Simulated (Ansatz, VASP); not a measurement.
## Zn in VASP and in Ansatz

The input INCAR:

```
SYSTEM = Zn
ALGO = Fast
EDIFF = 1E-6
ENCUT = 520
GGA = PS
ISIF = 2
ISMEAR = -1
LASPH = .True.
LCHARG = .False.
LREAL = .False.
LWAVE = .False.
NBANDS = 12
NELM = 100
PREC = Accurate
SIGMA = 0.05
```

The input KPOINTS:

```
k-points
0
Gamma
  10 10 10
  0 0 0
```

The input POSCAR:

```
Zn
1.0
    0.0000000000      1.9647760000      1.9647760000
    1.9647760000      0.0000000000      1.9647760000
    1.9647760000      1.9647760000      0.0000000000
Zn
1
Direct
    0.0000000000      0.0000000000      0.0000000000
```

File input.yaml:

```yaml
crystal:
  lattice:
    - [0.0, 1.964776, 1.964776]
    - [1.964776, 0.0, 1.964776]
    - [1.964776, 1.964776, 0.0]
  atoms:
    - { symbol: Zn, position: [0.0, 0.0, 0.0] }
hamiltonian:
  xc: pbesol
  pseudopotentials: { kind: paw }
kpoints:
  mp_grid: { grid: [10, 10, 10] }
  band_path:
    path:
      - [[0.0, 0.0, 0.0], [0.5, 0.0, 0.5], [0.5, 0.25, 0.75], [0.375, 0.375, 0.75], [0.0, 0.0, 0.0], [0.5, 0.5, 0.5], [0.625, 0.25, 0.625], [0.5, 0.25, 0.75], [0.5, 0.5, 0.5], [0.375, 0.375, 0.75]]
      - [[0.625, 0.25, 0.625], [0.5, 0.0, 0.5]]
    npoints: 14
scf:
  occupations: { method: fermi_dirac, width: 0.05 }
  n_extra_bands: 6
output:
  forces: true
  stress: true
  eigenvalues: true
  fatbands: false
```

Alike in both runs: functional PBEsol; k mesh 10 × 10 × 10; occupations fermi-dirac, width 0.05 eV; no spin polarisation.

```csv
,VASP,Ansatz
version,VASP 6.6.1,Ansatz 0.2.0
potentials or method,"VASP PAW PBE potentials, release 64 (Zn)",Ansatz PAW
plane-wave cutoff (eV),520,420
valence electrons in the cell,12,12
task,single point,band structure
```

|  | VASP | Ansatz | Ansatz less VASP |
| --- | --- | --- | --- |
| gap on the k mesh at the Fermi level (eV) | none | none | - |
| pressure (GPa) | -5.0 | -5.4 | -0.35 |

VASP's potentials were made for PBE, not for PBEsol. A gap of «none» marks a metal or a gap that the smearing closes.
